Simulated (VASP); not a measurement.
# Cd (P6/mmm) in VASP: further runs

The runs below take Cd through single point, relaxation of shape and atoms at fixed volume, with PBE.

All numbers are computed with VASP 6.6.1; they aren't measurements. Logs are shortened: lines on timing, memory, paths and dates and some standing lists are left out, and cuts for length are marked.

### 1 The cell of the first run

Symmetry: P6/mmm, No. 191, hexagonal system. Conventional cell: a = 2.969 Å, b = 2.969 Å, c = 3.042 Å, α = 90.00°, β = 90.00°, γ = 120.00°. Cd (site symmetry 6/mmm) has 8 Cd at 2.97 to 3.04 Å within 3.9 Å.

This isn't the form of Cd at room conditions, which is hcp.

### 2 Single point, PBE

Input file INCAR:

```
ALGO = Normal
EDIFF = 1E-6
ENCUT = 520
GGA = PE
ISIF = 2
ISMEAR = -1
LASPH = T
LCHARG = F
LREAL = F
LWAVE = F
NBANDS = 12
NELM = 80
PREC = Accurate
SIGMA = 0.1
```

Input file KPOINTS:

```
k-points
0
Gamma
  14 14 13
```

Input file POSCAR:

```
Cd
1.0
    2.9693244481      0.0000000000      0.0000000000
   -1.4846622241      2.5715104041      0.0000000000
    0.0000000000      0.0000000000      3.0423822099
Cd
1
Direct
    0.0000000000      0.0000000000      0.0000000000
```

Potentials or basis: VASP PAW PBE potentials, release 64 (Cd).

Command:

```console
$ cat potpaw_PBE.64/Cd/POTCAR > POTCAR
$ mpirun -np 1 vasp_std > vasp.out
```

OUTCAR:

```text
EDIFF = 1E-6
   ENCUT = 520
   GGA = PE
   ISIF = 2
   ISMEAR = -1
   LASPH = T
   LREAL = F
   NELM = 80
   PREC = Accurate

 ion  position               nearest neighbor table
   1  0.000  0.000  0.000-

  LATTYP: Found a hexagonal cell.
 ALAT       =     2.9693244481
 C/A-ratio  =     1.0246041694

  Lattice vectors:

 A1 = (   2.9693244481,   0.0000000000,   0.0000000000)
 A2 = (  -1.4846622241,   2.5715104041,   0.0000000000)
 A3 = (   0.0000000000,   0.0000000000,   3.0423822099)

Analysis of symmetry for initial positions (statically):
=====================================================================
 Subroutine PRICEL returns:
 Original cell was already a primitive cell.

 Routine SETGRP: Setting up the symmetry group for a
 hexagonal supercell.

 Subroutine GETGRP returns: Found 24 space group operations
 (whereof 24 operations were pure point group operations)
 out of a pool of 24 trial point group operations.

The static configuration has the point symmetry D_6h.

Analysis of symmetry for dynamics (positions and initial velocities):
=====================================================================
 Subroutine PRICEL returns:
 Original cell was already a primitive cell.

 Routine SETGRP: Setting up the symmetry group for a
 hexagonal supercell.

 Subroutine GETGRP returns: Found 24 space group operations
 (whereof 24 operations were pure point group operations)
 out of a pool of 24 trial point group operations.

The dynamic configuration has the point symmetry D_6h.

 Subroutine INISYM returns: Found 24 space group operations
 (whereof 24 operations are pure point group operations),
 and found     1 'primitive' translations

----------------------------------------------------------------------------------------

                                     Primitive cell

  volume of cell :      23.2306

  direct lattice vectors                    reciprocal lattice vectors
     2.969324448  0.000000000  0.000000000     0.336776939  0.194438257  0.000000000
    -1.484662224  2.571510404  0.000000000     0.000000000  0.388876513  0.000000000
     0.000000000  0.000000000  3.042382210     0.000000000  0.000000000  0.328689800

  length of vectors
     2.969324448  2.969324448  3.042382210     0.388876513  0.388876513  0.328689800

  position of ions in fractional coordinates (direct lattice)
     0.000000000  0.000000000  0.000000000

  ion indices of the primitive-cell ions
   primitive index   ion index
                 1           1

[... 78 lines left out ...]
   ISYM   =      2    0-nonsym 1-usesym 2-fastsym
   POTIM  = 0.5000    time-step for ionic-motion
   TEBEG  =    0.0;   TEEND  =   0.0 temperature during run
   PSTRESS=    0.0 pullay stress
   NELECT =      12.0000    total number of electrons
   NUPDOWN=      -1.0000    fix difference up-down
   EMIN   =  10.00;   EMAX   =-10.00  energy-range for DOS
   EFERMI =   0.00;   METHOD = LEGACY
   ISMEAR =    -1;   SIGMA  =   0.10  broadening in eV -4-tet -1-fermi 0-gaus
   EFERMI_NEDOS =   21; number of points for ismear=-14 and -15
   IALGO  =     38    algorithm
   IMIX   =      4    mixing-type and parameters
     AMIX     =   0.40;   BMIX     =  1.00
     AMIX_MAG =   1.60;   BMIX_MAG =  1.00
  volume/ion in A,a.u.               =      23.23       156.77
  Fermi-wavevector in a.u.,A,eV,Ry     =   1.313556  2.482261 23.475901  1.725430
  Thomas-Fermi vector in A             =   2.443871
   LORBIT       =      0    0 simple, 1 ext, 2 COOP (PROOUT), +10 PAW based schemes
   GGA     = PE    functional components
   LHFCALC =     F    Hartree Fock is set to
   AEXX    =    0.0000 exact exchange contribution
   IVDW    =     0    specifies the selected vdW correction
   LEPSILON=     F    determine dielectric tensor
   LRPA    =     F    only Hartree local field effects (RPA)
 non-spin polarized calculation
  energy-cutoff  :      520.00
  volume of cell :       23.23
 maximum number of plane-waves:       647
 NGX is ok and might be reduce to    24
   NGX = 11   NGY = 11   NGZ = 11

 number of electron      11.9999999 magnetization

 Free energy of the ion-electron system (eV)
  ---------------------------------------------------
  ext. energy  EPLUGINS =         0.00000000
  ---------------------------------------------------
  free energy    TOTEN  =        -0.65919531 eV

  energy without entropy =       -0.64684540  energy(sigma->0) =       -0.65302035

 E-fermi :   2.4240     XC(G=0): -10.5974

 val. band max:        2.4025234448   @ k =   0.4286   0.0714   0.1538
 cond. band min:       2.4295553428   @ k =   0.3571   0.2857   0.0769
 fundamental gap:      0.0270318980
 Fermi energy:         2.4239886782

 k-point     1 :       0.0000    0.0000    0.0000
  band No.  band energies     occupation
      1      -7.4577      2.00000
      2      -6.7259      2.00000
      3      -6.7259      2.00000
      4      -5.9522      2.00000
      5      -5.9144      2.00000
      6      -5.9144      2.00000
      7      10.6518      0.00000
      8      14.7904      0.00000
      9      17.0377      0.00000
     10      17.3738      0.00000
     11      17.3738      0.00000
     12      20.7303      0.00000
[... 331 lines left out ...]
 k-point    24 :       0.3571    0.2857    0.0000
  band No.  band energies     occupation
      1      -6.8557      2.00000
      2      -6.6927      2.00000
      3      -6.4094      2.00000
      4      -6.3670      2.00000
      5      -6.2741      2.00000
      6       2.3514      1.34779
      7       2.6268      0.23264
      8       4.4173      0.00000
      9      18.3037      0.00000
     10      18.3447      0.00000
     11      19.4804      0.00000
     12      20.6645      0.00000

 [... further k-points ...]

------------------------ aborting loop because EDIFF is reached ----------------------------------------

  FORCE on cell =-STRESS in cart. coord.  units (eV):
  Direction    XX          YY          ZZ          XY          YZ          ZX
  --------------------------------------------------------------------------------------
  -------------------------------------------------------------------------------------
  Total        0.5791366      0.5791366      0.5667102     -0.0000000     -0.0000000      0.0000000
  in kB       39.9421942     39.9421942     39.0851625     -0.0000000     -0.0000000      0.0000000
  external PRESSURE =      39.6565170 kB  Pullay stress =       0.0000000 kB

 VOLUME and BASIS-vectors are now :
 -----------------------------------------------------------------------------
  energy-cutoff  :      520.00
  volume of cell :       23.23
      direct lattice vectors                 reciprocal lattice vectors
     2.969324448  0.000000000  0.000000000     0.336776939  0.194438257  0.000000000
    -1.484662224  2.571510404  0.000000000     0.000000000  0.388876513  0.000000000
     0.000000000  0.000000000  3.042382210     0.000000000  0.000000000  0.328689800

 POSITION                                       TOTAL-FORCE (eV/Angst)
 -----------------------------------------------------------------------------------
      0.00000      0.00000      0.00000         0.000000      0.000000      0.000000
 -----------------------------------------------------------------------------------
    total drift:                                0.000000     -0.000000     -0.000000

  FREE ENERGIE OF THE ION-ELECTRON SYSTEM (eV)
  ---------------------------------------------------
  free  energy   TOTEN  =        -0.6591953070 eV

  energy  without entropy=       -0.6468453960  energy(sigma->0) =       -0.65302035
```

Run time: 34 s. Hardware: 1 thread of AMD EPYC 7R43 (Zen 3), shared host; peak memory 0.13 GiB.

What came out:

- Free energy: -0.6592 eV
- Pressure: 4.0 GPa
- Band gap on the k mesh: zero (bands 6 and 7 overlap by 5.54 eV)

Caveat: the cell stands under pressure.

### 3 Single point, PBE

This run uses another cell than the first one, of 25.25 Å³/atom.

Input file INCAR:

```
SYSTEM = Cd
PREC = Accurate ; ENCUT = 520
EDIFF = 1E-6 ; ISMEAR = -1
SIGMA = 0.1 ; LREAL = .False.
LASPH = .True. ; NELM = 80
ALGO = Normal ; ISIF = 2
LWAVE = .False. ; LCHARG = .True.
GGA = PE ; LELF = .True.
LVHAR = .True. ; NBANDS = 12
```

Input file KPOINTS:

```
Automatic mesh
0
Gamma
  14 14 13
  0 0 0
```

Input file POSCAR:

```
Cd
1.0
    3.0398335897      0.0000000000      0.0000000000
   -1.5199167949      2.6325731119      0.0000000000
    0.0000000000      0.0000000000      3.1553070992
Cd
1
Direct
    0.0000000000      0.0000000000      0.0000000000
```

Potentials or basis: VASP PAW PBE potentials, release 64 (Cd).

Command:

```console
$ cat potpaw_PBE.64/Cd/POTCAR > POTCAR
$ mpirun -np 1 vasp_std > vasp.out
```

OUTCAR:

```text
SYSTEM = Cd
   PREC = Accurate
   ENCUT = 520
   EDIFF = 1E-6
   ISMEAR = -1
   LREAL = .False.
   LASPH = .True.
   NELM = 80
   ISIF = 2
   GGA = PE

 ion  position               nearest neighbor table
   1  0.000  0.000  0.000-

  LATTYP: Found a hexagonal cell.
 ALAT       =     3.0398335897
 C/A-ratio  =     1.0379867865

  Lattice vectors:

 A1 = (   3.0398335897,   0.0000000000,   0.0000000000)
 A2 = (  -1.5199167949,   2.6325731119,   0.0000000000)
 A3 = (   0.0000000000,   0.0000000000,   3.1553070992)

Analysis of symmetry for initial positions (statically):
=====================================================================
 Subroutine PRICEL returns:
 Original cell was already a primitive cell.

 Routine SETGRP: Setting up the symmetry group for a
 hexagonal supercell.

 Subroutine GETGRP returns: Found 24 space group operations
 (whereof 24 operations were pure point group operations)
 out of a pool of 24 trial point group operations.

The static configuration has the point symmetry D_6h.

Analysis of symmetry for dynamics (positions and initial velocities):
=====================================================================
 Subroutine PRICEL returns:
 Original cell was already a primitive cell.

 Routine SETGRP: Setting up the symmetry group for a
 hexagonal supercell.

 Subroutine GETGRP returns: Found 24 space group operations
 (whereof 24 operations were pure point group operations)
 out of a pool of 24 trial point group operations.

The dynamic configuration has the point symmetry D_6h.

 Subroutine INISYM returns: Found 24 space group operations
 (whereof 24 operations are pure point group operations),
 and found     1 'primitive' translations

----------------------------------------------------------------------------------------

                                     Primitive cell

  volume of cell :      25.2506

  direct lattice vectors                    reciprocal lattice vectors
     3.039833590  0.000000000  0.000000000     0.328965376  0.189928248  0.000000000
    -1.519916795  2.632573112  0.000000000     0.000000000  0.379856497  0.000000000
     0.000000000  0.000000000  3.155307099     0.000000000  0.000000000  0.316926362

  length of vectors
     3.039833590  3.039833590  3.155307099     0.379856497  0.379856497  0.316926362

  position of ions in fractional coordinates (direct lattice)
     0.000000000  0.000000000  0.000000000

  ion indices of the primitive-cell ions
   primitive index   ion index
                 1           1

----------------------------------------------------------------------------------------

 KPOINTS: Automatic mesh

Automatic generation of k-mesh.
 Grid dimensions read from file:
 generate k-points for:   14   14   13

 Generating k-lattice:

  Cartesian coordinates                     Fractional coordinates (reciprocal lattice)
     0.023497527  0.013566303  0.000000000     0.071428571 -0.000000000  0.000000000
     0.000000000  0.027132607  0.000000000     0.000000000  0.071428571  0.000000000
     0.000000000  0.000000000  0.024378951     0.000000000  0.000000000  0.076923077

  Length of vectors
     0.027132607  0.027132607  0.024378951

  Shift w.r.t. Gamma in fractional coordinates (k-lattice)
     0.000000000  0.000000000  0.000000000

 Subroutine IBZKPT returns following result:
 ===========================================

 Found    168 irreducible k-points:

 Following reciprocal coordinates:
            Coordinates               Weight
  0.000000  0.000000  0.000000      1.000000
  0.071429  0.000000  0.000000      6.000000
  0.142857  0.000000  0.000000      6.000000
  0.214286  0.000000  0.000000      6.000000
  0.285714  0.000000  0.000000      6.000000
  0.357143  0.000000  0.000000      6.000000
[... 16 lines left out ...]
  0.285714  0.285714  0.000000      6.000000
  0.357143  0.285714  0.000000      6.000000
 [... further k-points ...]
   k-points           NKPTS =    168   k-points in BZ     NKDIM =    168   number of bands    NBANDS=     12
   number of dos      NEDOS =    301   number of ions     NIONS =      1
   total plane-waves  NPLWV =  13824
   dimension x,y,z NGX =    24 NGY =   24 NGZ =   24
   dimension x,y,z NGXF=    48 NGYF=   48 NGZF=   48
   ions per type =               1
   NGX,Y,Z   is equivalent  to a cutoff of  13.13, 13.13, 12.65 a.u.
   NGXF,Y,Z  is equivalent  to a cutoff of  26.25, 26.25, 25.29 a.u.
 SYSTEM =  Cd
   PREC   = accura    normal or accurate (medium, high low for compatibility)
   ISTART =      0    job   : 0-new  1-cont  2-samecut
   ICHARG =      2    charge: 1-file 2-atom 10-const
   ISPIN  =      1    spin polarized calculation?
   LNONCOLLINEAR =      F non collinear calculations
   LSORBIT =      F    spin-orbit coupling
   LASPH  =      T    aspherical Exc in radial PAW
   ENCUT  =  520.0 eV  38.22 Ry    6.18 a.u.   5.65  5.65  5.87*2*pi/ulx,y,z
   NELM   =     80;   NELMIN=  2; NELMDL= -5     # of ELM steps
   EDIFF  = 0.1E-05   stopping-criterion for ELM
   LREAL  =      F    real-space projection
   EDIFFG = 0.1E-04   stopping-criterion for IOM
   NSW    =      0    number of steps for IOM
   IBRION =     -1    ionic relax: 0-MD 1-quasi-New 2-CG
   NFREE  =      0    steps in history (QN), initial steepest desc. (CG)
   ISIF   =      2    stress and relaxation
   ISYM   =      2    0-nonsym 1-usesym 2-fastsym
   POTIM  = 0.5000    time-step for ionic-motion
   TEBEG  =    0.0;   TEEND  =   0.0 temperature during run
   PSTRESS=    0.0 pullay stress
   NELECT =      12.0000    total number of electrons
   NUPDOWN=      -1.0000    fix difference up-down
   EMIN   =  10.00;   EMAX   =-10.00  energy-range for DOS
   EFERMI =   0.00;   METHOD = LEGACY
   ISMEAR =    -1;   SIGMA  =   0.10  broadening in eV -4-tet -1-fermi 0-gaus
   EFERMI_NEDOS =   21; number of points for ismear=-14 and -15
   IALGO  =     38    algorithm
   IMIX   =      4    mixing-type and parameters
     AMIX     =   0.40;   BMIX     =  1.00
     AMIX_MAG =   1.60;   BMIX_MAG =  1.00
  volume/ion in A,a.u.               =      25.25       170.40
  Fermi-wavevector in a.u.,A,eV,Ry     =   1.277550  2.414220 22.206536  1.632134
  Thomas-Fermi vector in A             =   2.410143
   LORBIT       =      0    0 simple, 1 ext, 2 COOP (PROOUT), +10 PAW based schemes
   GGA     = PE    functional components
   LHFCALC =     F    Hartree Fock is set to
   AEXX    =    0.0000 exact exchange contribution
   IVDW    =     0    specifies the selected vdW correction
   LEPSILON=     F    determine dielectric tensor
   LRPA    =     F    only Hartree local field effects (RPA)
 non-spin polarized calculation
  energy-cutoff  :      520.00
  volume of cell :       25.25
 maximum number of plane-waves:       693
 NGX is ok and might be reduce to    24
   NGX = 11   NGY = 11   NGZ = 11

 number of electron      12.0000005 magnetization

 Free energy of the ion-electron system (eV)
  ---------------------------------------------------
  ext. energy  EPLUGINS =         0.00000000
  ---------------------------------------------------
  free energy    TOTEN  =        -0.68355374 eV

  energy without entropy =       -0.67036596  energy(sigma->0) =       -0.67695985

 E-fermi :   1.8636     XC(G=0): -10.1703

 val. band max:        1.8138406135   @ k =   0.3571   0.2857   0.0769
 cond. band min:       1.8644309371   @ k =   0.4286   0.0714   0.1538
 fundamental gap:      0.0505903236
 Fermi energy:         1.8636115551

 k-point     1 :       0.0000    0.0000    0.0000
  band No.  band energies     occupation
      1      -7.6852      2.00000
      2      -7.0790      2.00000
      3      -7.0790      2.00000
      4      -6.3965      2.00000
      5      -6.3965      2.00000
      6      -5.9436      2.00000
      7       9.4637      0.00000
      8      13.3239      0.00000
      9      16.1569      0.00000
     10      16.1569      0.00000
     11      16.2547      0.00000
     12      19.4978      0.00000
[... 331 lines left out ...]
 k-point    24 :       0.3571    0.2857    0.0000
  band No.  band energies     occupation
      1      -7.1475      2.00000
      2      -7.0208      2.00000
      3      -6.7897      2.00000
      4      -6.7839      2.00000
      5      -6.7090      2.00000
      6       1.7389      1.55348
      7       2.2114      0.05987
      8       3.8720      0.00000
      9      16.4894      0.00000
     10      17.0308      0.00000
     11      18.1292      0.00000
     12      19.1073      0.00000

 [... further k-points ...]

------------------------ aborting loop because EDIFF is reached ----------------------------------------

  FORCE on cell =-STRESS in cart. coord.  units (eV):
  Direction    XX          YY          ZZ          XY          YZ          ZX
  --------------------------------------------------------------------------------------
  -------------------------------------------------------------------------------------
  Total        0.0403908      0.0403908      0.0301287     -0.0000000     -0.0000000      0.0000000
  in kB        2.5628352      2.5628352      1.9116954     -0.0000000     -0.0000000      0.0000000
  external PRESSURE =       2.3457886 kB  Pullay stress =       0.0000000 kB

 VOLUME and BASIS-vectors are now :
 -----------------------------------------------------------------------------
  energy-cutoff  :      520.00
  volume of cell :       25.25
      direct lattice vectors                 reciprocal lattice vectors
     3.039833590  0.000000000  0.000000000     0.328965376  0.189928248  0.000000000
    -1.519916795  2.632573112  0.000000000     0.000000000  0.379856497  0.000000000
     0.000000000  0.000000000  3.155307099     0.000000000  0.000000000  0.316926362

 POSITION                                       TOTAL-FORCE (eV/Angst)
 -----------------------------------------------------------------------------------
      0.00000      0.00000      0.00000         0.000000      0.000000      0.000000
 -----------------------------------------------------------------------------------
    total drift:                               -0.000000      0.000000      0.000000

  FREE ENERGIE OF THE ION-ELECTRON SYSTEM (eV)
  ---------------------------------------------------
  free  energy   TOTEN  =        -0.6835537413 eV

  energy  without entropy=       -0.6703659571  energy(sigma->0) =       -0.67695985
```

OSZICAR:

```text
N       E                     dE             d eps       ncg     rms          rms(c)
DAV:   1     0.689207196206E+02    0.68921E+02   -0.67838E+03  4304   0.963E+02
DAV:   2     0.603334513272E+00   -0.68317E+02   -0.64960E+02  4368   0.231E+02
DAV:   3    -0.721031164214E+00   -0.13244E+01   -0.13237E+01  4728   0.360E+01
DAV:   4    -0.722841166883E+00   -0.18100E-02   -0.18100E-02  4528   0.132E+00
DAV:   5    -0.722846175219E+00   -0.50083E-05   -0.50086E-05  4888   0.673E-02    0.233E+00
DAV:   6    -0.685637061794E+00    0.37209E-01   -0.10050E-01  4832   0.382E+00    0.194E+00
DAV:   7    -0.683469172314E+00    0.21679E-02   -0.91028E-03  4804   0.935E-01    0.998E-01
DAV:   8    -0.683514432149E+00   -0.45260E-04   -0.13565E-03  4376   0.466E-01    0.500E-02
DAV:   9    -0.683549008643E+00   -0.34576E-04   -0.19140E-05  4640   0.393E-02    0.102E-02
DAV:  10    -0.683553853880E+00   -0.48452E-05   -0.42043E-06  4368   0.225E-02    0.132E-03
DAV:  11    -0.683553741346E+00    0.11253E-06   -0.17344E-08  2396   0.102E-03
   1 F= -.68355374E+00 E0= -.67695985E+00  d E =-.131878E-01
```

Run time: 30 s. Hardware: 1 thread of AMD EPYC 7R43 (Zen 3), shared host; peak memory 0.14 GiB.

What came out:

```yaml
Free_energy: -0.6836 eV
Pressure: 0.2 GPa
Band_gap_on_the_k_mesh: zero (bands 6 and 7 overlap by 5.16 eV)
```

[end of part 1 of 2]
